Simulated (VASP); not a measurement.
# CdS (P1) in VASP: single point with PBE

Aim: the single point of CdS with PBE.

Everything below comes from runs of VASP 6.6.1. Logs are shortened: lines on timing, memory, paths and dates and some standing lists are left out, and cuts for length are marked.

## (1) The cell of the first run

The typed cell holds 2 atoms: a = 4.261 Å, b = 4.261 Å, c = 5.804 Å, α = 90.00°, β = 90.00°, γ = 120.00°.

## (2) Single point, PBE (one atom moved)

INCAR

```
SYSTEM = CdS
PREC = Accurate
ENCUT = 520
EDIFF = 1E-7
ISMEAR = 0
SIGMA = 0.02
LREAL = .False.
LASPH = .True.
NELM = 80
ALGO = Normal
ISIF = 2
LWAVE = .False.
LCHARG = .True.
GGA = PE
LELF = .True.
LVHAR = .True.
NBANDS = 16
```

KPOINTS

```
Automatic mesh
0
Gamma
  9 9 6
  0 0 0
```

POSCAR

```
CdS
1.0
    4.2611695877      0.0000000000      0.0000000000
   -2.1305847939      3.6902811128      0.0000000000
    0.0000000000      0.0000000000      5.8041729400
Cd S
1 1
Direct
    0.0352016030      0.0000000000      0.4426919200
    0.6666666700      0.3333333300      0.4343080800
```

Potentials or basis: VASP PAW PBE potentials, release 64 (Cd, S).

On the command line:

```sh
> cat potpaw_PBE.64/Cd/POTCAR potpaw_PBE.64/S/POTCAR > POTCAR
> mpirun -np 1 vasp_std > vasp.out
```

OUTCAR:

```text
SYSTEM = CdS
   PREC = Accurate
   ENCUT = 520
   EDIFF = 1E-7
   ISMEAR = 0
   LREAL = .False.
   LASPH = .True.
   NELM = 80
   ISIF = 2
   GGA = PE

 ion  position               nearest neighbor table
   1  0.035  0.000  0.443-   2 2.33   2 2.47   2 2.59
   2  0.667  0.333  0.434-   1 2.33   1 2.47   1 2.59

  LATTYP: Found a hexagonal cell.
 ALAT       =     4.2611695877
 C/A-ratio  =     1.3621079426

  Lattice vectors:

 A1 = (   4.2611695877,   0.0000000000,   0.0000000000)
 A2 = (  -2.1305847939,   3.6902811128,   0.0000000000)
 A3 = (   0.0000000000,   0.0000000000,   5.8041729400)

Analysis of symmetry for initial positions (statically):
=====================================================================
 Subroutine PRICEL returns:
 Original cell was already a primitive cell.

 Routine SETGRP: Setting up the symmetry group for a
 hexagonal supercell.

 Subroutine GETGRP returns: Found  1 space group operations
 (whereof  1 operations were pure point group operations)
 out of a pool of 24 trial point group operations.

The static configuration has the point symmetry C_1 .

Analysis of symmetry for dynamics (positions and initial velocities):
=====================================================================
 Subroutine PRICEL returns:
 Original cell was already a primitive cell.

 Routine SETGRP: Setting up the symmetry group for a
 hexagonal supercell.

 Subroutine GETGRP returns: Found  1 space group operations
 (whereof  1 operations were pure point group operations)
 out of a pool of 24 trial point group operations.

The dynamic configuration has the point symmetry C_1 .

 Subroutine INISYM returns: Found  1 space group operations
 (whereof  1 operations are pure point group operations),
 and found     1 'primitive' translations

----------------------------------------------------------------------------------------

                                     Primitive cell

  volume of cell :      91.2701

  direct lattice vectors                    reciprocal lattice vectors
     4.261169588  0.000000000  0.000000000     0.234677353  0.135491033  0.000000000
    -2.130584794  3.690281113  0.000000000     0.000000000  0.270982066  0.000000000
     0.000000000  0.000000000  5.804172940     0.000000000  0.000000000  0.172289835

  length of vectors
     4.261169588  4.261169588  5.804172940     0.270982066  0.270982066  0.172289835

  position of ions in fractional coordinates (direct lattice)
     0.035201603  0.000000000  0.442691920
     0.666666670  0.333333330  0.434308080

  ion indices of the primitive-cell ions
   primitive index   ion index
                 1           1
                 2           2

----------------------------------------------------------------------------------------

 KPOINTS: Automatic mesh

Automatic generation of k-mesh.
 Grid dimensions read from file:
 generate k-points for:    9    9    6

 Generating k-lattice:

  Cartesian coordinates                     Fractional coordinates (reciprocal lattice)
     0.026075261  0.015054559  0.000000000     0.111111111 -0.000000000  0.000000000
     0.000000000  0.030109118  0.000000000     0.000000000  0.111111111  0.000000000
     0.000000000  0.000000000  0.028714973     0.000000000  0.000000000  0.166666667

  Length of vectors
     0.030109118  0.030109118  0.028714973

  Shift w.r.t. Gamma in fractional coordinates (k-lattice)
     0.000000000  0.000000000  0.000000000

 Subroutine IBZKPT returns following result:
 ===========================================

 Found    244 irreducible k-points:

 Following reciprocal coordinates:
            Coordinates               Weight
  0.000000  0.000000  0.000000      1.000000
  0.111111 -0.000000  0.000000      2.000000
  0.000000  0.111111  0.000000      2.000000
 -0.111111  0.111111  0.000000      2.000000
  0.222222 -0.000000  0.000000      2.000000
  0.000000  0.222222  0.000000      2.000000
[... 16 lines left out ...]
  0.333333  0.111111  0.000000      2.000000
 -0.111111  0.444444  0.000000      2.000000
 [... further k-points ...]
   k-points           NKPTS =    244   k-points in BZ     NKDIM =    244   number of bands    NBANDS=     16
   number of dos      NEDOS =    301   number of ions     NIONS =      2
   total plane-waves  NPLWV =  49152
   dimension x,y,z NGX =    32 NGY =   32 NGZ =   48
   dimension x,y,z NGXF=    64 NGYF=   64 NGZF=   96
   ions per type =               1   1
   NGX,Y,Z   is equivalent  to a cutoff of  12.48, 12.48, 13.75 a.u.
   NGXF,Y,Z  is equivalent  to a cutoff of  24.97, 24.97, 27.50 a.u.
 SYSTEM =  CdS
   PREC   = accura    normal or accurate (medium, high low for compatibility)
   ISTART =      0    job   : 0-new  1-cont  2-samecut
   ICHARG =      2    charge: 1-file 2-atom 10-const
   ISPIN  =      1    spin polarized calculation?
   LNONCOLLINEAR =      F non collinear calculations
   LSORBIT =      F    spin-orbit coupling
   LASPH  =      T    aspherical Exc in radial PAW
   ENCUT  =  520.0 eV  38.22 Ry    6.18 a.u.   7.92  7.92 10.79*2*pi/ulx,y,z
   NELM   =     80;   NELMIN=  2; NELMDL= -5     # of ELM steps
   EDIFF  = 0.1E-06   stopping-criterion for ELM
   LREAL  =      F    real-space projection
   EDIFFG = 0.1E-05   stopping-criterion for IOM
   NSW    =      0    number of steps for IOM
   IBRION =     -1    ionic relax: 0-MD 1-quasi-New 2-CG
   NFREE  =      0    steps in history (QN), initial steepest desc. (CG)
   ISIF   =      2    stress and relaxation
   ISYM   =      2    0-nonsym 1-usesym 2-fastsym
   POTIM  = 0.5000    time-step for ionic-motion
   TEBEG  =    0.0;   TEEND  =   0.0 temperature during run
   PSTRESS=    0.0 pullay stress
   NELECT =      18.0000    total number of electrons
   NUPDOWN=      -1.0000    fix difference up-down
   EMIN   =  10.00;   EMAX   =-10.00  energy-range for DOS
   EFERMI =   0.00;   METHOD = LEGACY
   ISMEAR =     0;   SIGMA  =   0.02  broadening in eV -4-tet -1-fermi 0-gaus
   EFERMI_NEDOS =   21; number of points for ismear=-14 and -15
   IALGO  =     38    algorithm
   IMIX   =      4    mixing-type and parameters
     AMIX     =   0.40;   BMIX     =  1.00
     AMIX_MAG =   1.60;   BMIX_MAG =  1.00
  volume/ion in A,a.u.               =      45.64       307.96
  Fermi-wavevector in a.u.,A,eV,Ry     =   0.952919  1.800756 12.354841  0.908055
  Thomas-Fermi vector in A             =   2.081527
   LORBIT       =      0    0 simple, 1 ext, 2 COOP (PROOUT), +10 PAW based schemes
   GGA     = PE    functional components
   LHFCALC =     F    Hartree Fock is set to
   AEXX    =    0.0000 exact exchange contribution
   IVDW    =     0    specifies the selected vdW correction
   LEPSILON=     F    determine dielectric tensor
   LRPA    =     F    only Hartree local field effects (RPA)
 non-spin polarized calculation
 Gauss-broadening in eV      SIGMA  =   0.02
  energy-cutoff  :      520.00
  volume of cell :       91.27
 maximum number of plane-waves:      2490
   NGX = 15   NGY = 15   NGZ = 21

 number of electron      18.0000002 magnetization

 Free energy of the ion-electron system (eV)
  ---------------------------------------------------
  ext. energy  EPLUGINS =         0.00000000
  ---------------------------------------------------
  free energy    TOTEN  =        -5.56222968 eV

  energy without entropy =       -5.56222968  energy(sigma->0) =       -5.56222968

 E-fermi :  -1.7700     XC(G=0):  -6.1424

 val. band max:       -1.9062627909   @ k =   0.0000   0.0000   0.5000
 cond. band min:      -0.6154824663   @ k =   0.0000   0.0000   0.0000
 fundamental gap:      1.2907803247
 Fermi energy:        -1.7700000607

 k-point     1 :       0.0000    0.0000    0.0000
  band No.  band energies     occupation
      1     -13.7944      2.00000
      2      -9.8291      2.00000
      3      -9.7403      2.00000
      4      -9.3114      2.00000
      5      -9.2635      2.00000
      6      -9.0681      2.00000
[... 8 lines left out ...]
     15       8.8612      0.00000
     16       9.5895      0.00000

 k-point     2 :       0.1111   -0.0000    0.0000
  band No.  band energies     occupation
      1     -13.7489      2.00000
      2      -9.8244      2.00000
      3      -9.7021      2.00000
      4      -9.3260      2.00000
      5      -9.2654      2.00000
      6      -9.0546      2.00000
[... 8 lines left out ...]
     15       9.4518      0.00000
     16       9.5881      0.00000

 k-point     3 :       0.0000    0.1111    0.0000
  band No.  band energies     occupation
      1     -13.7534      2.00000
      2      -9.8337      2.00000
      3      -9.6919      2.00000
      4      -9.3203      2.00000
      5      -9.2699      2.00000
      6      -9.0553      2.00000
[... 8 lines left out ...]
     15       9.4523      0.00000
     16       9.5822      0.00000

 k-point     4 :      -0.1111    0.1111    0.0000
  band No.  band energies     occupation
      1     -13.7616      2.00000
      2      -9.8089      2.00000
      3      -9.7102      2.00000
      4      -9.3154      2.00000
      5      -9.2729      2.00000
      6      -9.0555      2.00000
[... 8 lines left out ...]
     15       9.4635      0.00000
     16       9.5393      0.00000

 k-point     5 :       0.2222   -0.0000    0.0000
  band No.  band energies     occupation
      1     -13.6316      2.00000
      2      -9.7920      2.00000
      3      -9.6067      2.00000
      4      -9.3622      2.00000
      5      -9.2703      2.00000
      6      -9.0186      2.00000
[... 8 lines left out ...]
     15       9.1669      0.00000
     16       9.2473      0.00000

 k-point     6 :       0.0000    0.2222    0.0000
  band No.  band energies     occupation
      1     -13.6482      2.00000
      2      -9.8078      2.00000
      3      -9.5895      2.00000
      4      -9.3467      2.00000
      5      -9.2811      2.00000
      6      -9.0201      2.00000
[... 8 lines left out ...]
     15       9.1195      0.00000
     16       9.2261      0.00000
[... 267 lines left out ...]
 k-point    21 :       0.1111    0.2222    0.0000
  band No.  band energies     occupation
      1     -13.5492      2.00000
      2      -9.7404      2.00000
      3      -9.5459      2.00000
      4      -9.3788      2.00000
      5      -9.2812      2.00000
      6      -8.9879      2.00000
[... 8 lines left out ...]
     15       8.1047      0.00000
     16       8.6465      0.00000

 k-point    22 :       0.3333   -0.1111    0.0000
  band No.  band energies     occupation
      1     -13.5624      2.00000
      2      -9.7432      2.00000
      3      -9.5296      2.00000
      4      -9.3782      2.00000
      5      -9.2801      2.00000
      6      -8.9765      2.00000
[... 8 lines left out ...]
     15       8.0691      0.00000
     16       8.6890      0.00000

 k-point    23 :       0.3333    0.1111    0.0000
  band No.  band energies     occupation
      1     -13.4266      2.00000
      2      -9.6543      2.00000
      3      -9.4590      2.00000
      4      -9.4171      2.00000
      5      -9.2817      2.00000
      6      -8.9248      2.00000
[... 8 lines left out ...]
     15       7.5597      0.00000
     16       8.5014      0.00000

 k-point    24 :      -0.1111    0.4444    0.0000
  band No.  band energies     occupation
      1     -13.4810      2.00000
      2      -9.7202      2.00000
      3      -9.4042      2.00000
      4      -9.3820      2.00000
      5      -9.3013      2.00000
      6      -8.8994      2.00000
[... 8 lines left out ...]
     15       7.3931      0.00000
     16       8.5571      0.00000

 [... further k-points ...]
[... 5 lines left out ...]
  --------------------------------------------------------------------------------------
  -------------------------------------------------------------------------------------
  Total        0.5920897      0.1549426     -0.0037365      1.3621223     -0.0150505     -0.0583266
  in kB       10.3936830      2.7198987     -0.0655915     23.9110183     -0.2641998     -1.0238791
  external PRESSURE =       4.3493301 kB  Pullay stress =       0.0000000 kB

 VOLUME and BASIS-vectors are now :
 -----------------------------------------------------------------------------
  energy-cutoff  :      520.00
  volume of cell :       91.27
      direct lattice vectors                 reciprocal lattice vectors
     4.261169588  0.000000000  0.000000000     0.234677353  0.135491033  0.000000000
    -2.130584794  3.690281113  0.000000000     0.000000000  0.270982066  0.000000000
     0.000000000  0.000000000  5.804172940     0.000000000  0.000000000  0.172289835

 POSITION                                       TOTAL-FORCE (eV/Angst)
 -----------------------------------------------------------------------------------
      0.15000      0.00000      2.56946        -1.196303     -0.308898      0.006684
      2.13058      1.23009      2.52080         1.196303      0.308898     -0.006684
 -----------------------------------------------------------------------------------
    total drift:                               -0.000098      0.000015      0.000037

  FREE ENERGIE OF THE ION-ELECTRON SYSTEM (eV)
  ---------------------------------------------------
  free  energy   TOTEN  =        -5.5622296783 eV

  energy  without entropy=       -5.5622296783  energy(sigma->0) =       -5.56222968
```

Wall time 4.4 min (1 thread of Intel Xeon Platinum 8259CL at 2.50GHz (Skylake/Cascade Lake), shared host); peak memory 0.47 GiB.

What came out:

```
Free energy            : -5.5622 eV
Pressure               : 0.4 GPa
Largest force          : 1.236 eV/Å
Band gap on the k mesh : 1.29 eV, indirect (least direct gap 1.30 eV)
```

Forces on the atoms (eV/Å):
```
Cd  -1.196 -0.309  0.007
S    1.196  0.309 -0.007
```

Stress tensor (GPa, compression positive):
```
 1.04  2.39 -0.10
 2.39  0.27 -0.03
-0.10 -0.03 -0.01
```

Caveat: the cell differs from its parent crystal (one atom moved); forces of over 1 eV/Å act on the atoms, so gaps and moduli don't describe the material at rest. A k mesh can miss the band edges.
